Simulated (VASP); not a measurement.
# PbSe (Cm) in VASP: single point with PBE

Aim: the single point of PbSe with PBE.

Everything below comes from runs of VASP 6.6.1. Logs are shortened: lines on timing, memory, paths and dates and some standing lists are left out, and cuts for length are marked.

**1. The cell of the first run**

The structure is monoclinic, space group Cm (No. 8). Conventional cell: a = 12.268 Å, b = 4.310 Å, c = 4.406 Å, α = 90.00°, β = 90.00°, γ = 90.00°. Pb (site symmetry m) has 5 Se at 2.82 to 3.14 Å within 3.7 Å. Pb (site symmetry m) has 5 Se at 2.82 to 3.08 Å within 3.7 Å. Se (site symmetry m) has 5 Pb at 2.82 to 3.08 Å within 3.7 Å. Within 3.7 Å of Se (site symmetry m) lie 5 Pb at 2.82 to 3.14 Å.

**2. Single point, PBE (last atom moved by 0.08 Å along z, cell strained by -1.0% along z)**

INCAR reads:

```
GGA = PE
ISMEAR = 0
SIGMA = 0.03
LWAVE = False
LCHARG = False
ISIF = 2
PREC = Accurate
LASPH = True
LREAL = False
ALGO = Normal
EDIFF = 1E-8
NELM = 120
GGA_COMPAT = False
ENCUT = 620
EFERMI = MIDGAP
KPAR = 4
NBANDS = 44
```

KPOINTS reads:

```
Automatic mesh
0
Gamma
  11 11 10
  0 0 0
```

POSCAR reads:

```
PbSe
1.0
    2.1548765900     -6.1339473500      0.0000000000
    2.1548765900      6.1339473500      0.0000000000
    0.0000000000      0.0000000000      4.4059886343
Pb Se
2 2
Direct
    0.3682392700      0.6317607300      0.2500000000
    0.6317607300      0.3682392700      0.7500000000
    0.1387100400      0.8612899600      0.2500000000
    0.8612899600      0.1387100400      0.7679755300
```

Potentials or basis: VASP PAW PBE potentials, release 64 (Pb_d, Se).

On the command line:

```bash
$ cat potpaw_PBE.64/Pb_d/POTCAR potpaw_PBE.64/Se/POTCAR > POTCAR
$ mpirun -np 4 vasp_std > vasp.out
```

OUTCAR:

```text
GGA = PE
   ISMEAR = 0
   ISIF = 2
   PREC = Accurate
   LASPH = True
   LREAL = False
   EDIFF = 1E-8
   NELM = 120
   ENCUT = 620
   EFERMI = MIDGAP

 ion  position               nearest neighbor table
   1  0.368  0.632  0.250-   3 2.82   4 3.03   4 3.03   4 3.14   4 3.14   2 3.91   2 3.91
   2  0.632  0.368  0.750-   4 2.82   3 3.08   3 3.08   3 3.08   3 3.08   1 3.91   1 3.91
   3  0.139  0.861  0.250-   1 2.82   2 3.08   2 3.08   2 3.08   2 3.08
   4  0.861  0.139  0.768-   2 2.82   1 3.03   1 3.03   1 3.14   1 3.14

  LATTYP: Found a base centered orthorhombic cell.
 ALAT       =     4.3097531800
 B/A-ratio  =     2.8465422932
 C/A-ratio  =     1.0223296904

  Lattice vectors:

 A1 = (   2.1548765900,  -6.1339473500,   0.0000000000)
 A2 = (   2.1548765900,   6.1339473500,   0.0000000000)
 A3 = (   0.0000000000,   0.0000000000,   4.4059886343)

Analysis of symmetry for initial positions (statically):
=====================================================================
 Subroutine PRICEL returns:
 Original cell was already a primitive cell.

 Routine SETGRP: Setting up the symmetry group for a
 base centered orthorhombic supercell.

 Subroutine GETGRP returns: Found  2 space group operations
 (whereof  2 operations were pure point group operations)
 out of a pool of  8 trial point group operations.

The static configuration has the point symmetry C_1h.

Analysis of symmetry for dynamics (positions and initial velocities):
=====================================================================
 Subroutine PRICEL returns:
 Original cell was already a primitive cell.

 Routine SETGRP: Setting up the symmetry group for a
 base centered orthorhombic supercell.

 Subroutine GETGRP returns: Found  2 space group operations
 (whereof  2 operations were pure point group operations)
 out of a pool of  8 trial point group operations.

The dynamic configuration has the point symmetry C_1h.

 Subroutine INISYM returns: Found  2 space group operations
 (whereof  2 operations are pure point group operations),
 and found     1 'primitive' translations

----------------------------------------------------------------------------------------

                                     Primitive cell

  volume of cell :     116.4758

  direct lattice vectors                    reciprocal lattice vectors
     2.154876590 -6.133947350  0.000000000     0.232031849 -0.081513579  0.000000000
     2.154876590  6.133947350  0.000000000     0.232031849  0.081513579  0.000000000
     0.000000000  0.000000000  4.405988634     0.000000000  0.000000000  0.226963817

  length of vectors
     6.501446240  6.501446240  4.405988634     0.245933411  0.245933411  0.226963817

  position of ions in fractional coordinates (direct lattice)
     0.368239270  0.631760730  0.250000000
     0.631760730  0.368239270  0.750000000
[... 93 lines left out ...]
   PSTRESS=    0.0 pullay stress
   NELECT =      40.0000    total number of electrons
   NUPDOWN=      -1.0000    fix difference up-down
   EMIN   =  10.00;   EMAX   =-10.00  energy-range for DOS
   EFERMI =   0.00;   METHOD = MIDGAP
   ISMEAR =     0;   SIGMA  =   0.03  broadening in eV -4-tet -1-fermi 0-gaus
   EFERMI_NEDOS =   21; number of points for ismear=-14 and -15
   IALGO  =     38    algorithm
   IMIX   =      4    mixing-type and parameters
     AMIX     =   0.40;   BMIX     =  1.00
     AMIX_MAG =   1.60;   BMIX_MAG =  1.00
  volume/ion in A,a.u.               =      29.12       196.50
  Fermi-wavevector in a.u.,A,eV,Ry     =   1.146435  2.166449 17.882327  1.314314
  Thomas-Fermi vector in A             =   2.283120
   LORBIT       =      0    0 simple, 1 ext, 2 COOP (PROOUT), +10 PAW based schemes
   GGA     = PE    functional components
   LHFCALC =     F    Hartree Fock is set to
   AEXX    =    0.0000 exact exchange contribution
   IVDW    =     0    specifies the selected vdW correction
   LEPSILON=     F    determine dielectric tensor
   LRPA    =     F    only Hartree local field effects (RPA)

   CSHIFT  =0.1000    complex shift for real part using Kramers Kronig

   OMEGAMAX=  -1.0    maximum frequency
 non-spin polarized calculation
 Gauss-broadening in eV      SIGMA  =   0.03
  energy-cutoff  :      620.00
  volume of cell :      116.48
 maximum number of plane-waves:      4106
 NGX is ok and might be reduce to    54
   NGX = 27   NGY = 27   NGZ = 17

 number of electron      39.9999996 magnetization

 Free energy of the ion-electron system (eV)
  ---------------------------------------------------
  ext. energy  EPLUGINS =         0.00000000
  ---------------------------------------------------
  free energy    TOTEN  =       -16.17232497 eV

  energy without entropy =      -16.17232497  energy(sigma->0) =      -16.17232497

 E-fermi :   4.9110     XC(G=0):  -9.4689

 val. band max:        4.4790305064   @ k =  -0.4545   0.4545   0.4000
 cond. band min:       5.3429924062   @ k =  -0.4545   0.4545   0.4000
 fundamental gap:      0.8639618998
 Fermi energy:         4.9110114563

 k-point     1 :       0.0000    0.0000    0.0000
  band No.  band energies     occupation
      1     -12.1080      2.00000
      2     -12.0205      2.00000
      3     -12.0146      2.00000
      4     -12.0110      2.00000
      5     -11.9912      2.00000
      6     -11.9881      2.00000
[... 829 lines left out ...]
     31      13.6463      0.00000
     32      13.9765      0.00000

 [... further k-points ...]

 [bands above 32 left out]

------------------------ aborting loop because EDIFF is reached ----------------------------------------

  FORCE on cell =-STRESS in cart. coord.  units (eV):
  Direction    XX          YY          ZZ          XY          YZ          ZX
  --------------------------------------------------------------------------------------
  -------------------------------------------------------------------------------------
  Total        1.1377447      1.0317422      1.3768246      0.0000000      0.1714581      0.0000000
  in kB       15.6501889     14.1920775     18.9388400      0.0000000      2.3584833      0.0000000
  external PRESSURE =      16.2603688 kB  Pullay stress =       0.0000000 kB

 VOLUME and BASIS-vectors are now :
 -----------------------------------------------------------------------------
  energy-cutoff  :      620.00
  volume of cell :      116.48
      direct lattice vectors                 reciprocal lattice vectors
     2.154876590 -6.133947350  0.000000000     0.232031849 -0.081513579  0.000000000
     2.154876590  6.133947350  0.000000000     0.232031849  0.081513579  0.000000000
     0.000000000  0.000000000  4.405988634     0.000000000  0.000000000  0.226963817

 POSITION                                       TOTAL-FORCE (eV/Angst)
 -----------------------------------------------------------------------------------
      2.15488      1.61643      1.10150         0.000000     -0.116176      0.053953
      2.15488     -1.61643      3.30449         0.000000      0.114404     -0.019614
      2.15488      4.43227      1.10150         0.000000      0.138978      0.083616
      2.15488     -4.43227      3.38369         0.000000     -0.137206     -0.117955
 -----------------------------------------------------------------------------------
    total drift:                               -0.000000     -0.000001     -0.000025

  FREE ENERGIE OF THE ION-ELECTRON SYSTEM (eV)
  ---------------------------------------------------
  free  energy   TOTEN  =       -16.1723249729 eV

  energy  without entropy=      -16.1723249729  energy(sigma->0) =      -16.17232497
```

stdout:

```text
POSCAR found type information on POSCAR PbSe
 POSCAR found :  2 types and       4 ions
 scaLAPACK will be used
 LDA part: xc-table for (Slater+PW92), standard interpolation
 POSCAR, INCAR and KPOINTS ok, starting setup
 FFT: planning ... GRIDC
 FFT: planning ... GRID_SOFT
 FFT: planning ... GRID
 WAVECAR not read
 entering main loop
```

Run time: 13 min. Hardware: 4 MPI ranks of Intel Xeon Platinum 8259CL at 2.50GHz (Skylake/Cascade Lake), shared host; peak memory 1.6 GiB.

What came out:

```
Free energy            : -16.1723 eV
Pressure               : 1.6 GPa
Largest force          : 0.181 eV/Å
Band gap on the k mesh : 0.86 eV
```

Forces on the atoms (eV/Å):
```
Pb   0.000 -0.116  0.054
Pb   0.000  0.114 -0.020
Se   0.000  0.139  0.084
Se   0.000 -0.137 -0.118
```

Caveat: the cell differs from its parent crystal (last atom moved by 0.08 Å along z, cell strained by -1.0% along z); spin-orbit coupling is left out, which moves the levels of the heavy elements; an odd mesh through Γ misses points on the zone boundary, where band edges can lie.
